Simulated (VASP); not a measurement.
Ir, 1 atom in the cell. It takes space group I4/mmm (No. 139, tetragonal). The conventional cell has a = 2.498 Å, b = 2.498 Å, c = 4.147 Å, α = 90.00°, β = 90.00°, γ = 90.00°. Within 3.3 Å of Ir (site symmetry 4/mmm) lie 12 Ir at 2.50 to 2.72 Å.  This cell differs from its parent crystal: strain -0.080 along x and y, +0.080 along z.

```yaml
Program: VASP 6.6.1
Task: single point
Functional: LDA
Potentials_or_basis: VASP PAW LDA potentials, release 64 (Ir_sv_GW)
Cutoff: 560 eV
k_mesh: 22 × 22 × 22
Occupations: gaussian, width 0.15 eV
Spin: no spin polarisation
Dipole_correction: no
Further_INCAR_settings: ALGO = Normal; EDIFF = 1e-06; NBANDS = 14
```

Potentials or basis: VASP PAW LDA potentials, release 64 (Ir_sv_GW).

Run with:

```console
$ cat potpaw_LDA.64/Ir_sv_GW/POTCAR > POTCAR
$ mpirun -np 1 vasp_std > vasp.out
```

Hardware: 1 thread of Intel(R) Xeon(R) Platinum 8259CL CPU @ 2.50GHz (Skylake/Cascade Lake) (shared host).

Q: How long does it take, and how much memory?

A: Run time: 2.2 min on 1 thread of Intel(R) Xeon(R) Platinum 8259CL CPU @ 2.50GHz (Skylake/Cascade Lake), on a shared host, peak memory 0.28 GiB. Counts: scf iterations 12, k points 834.
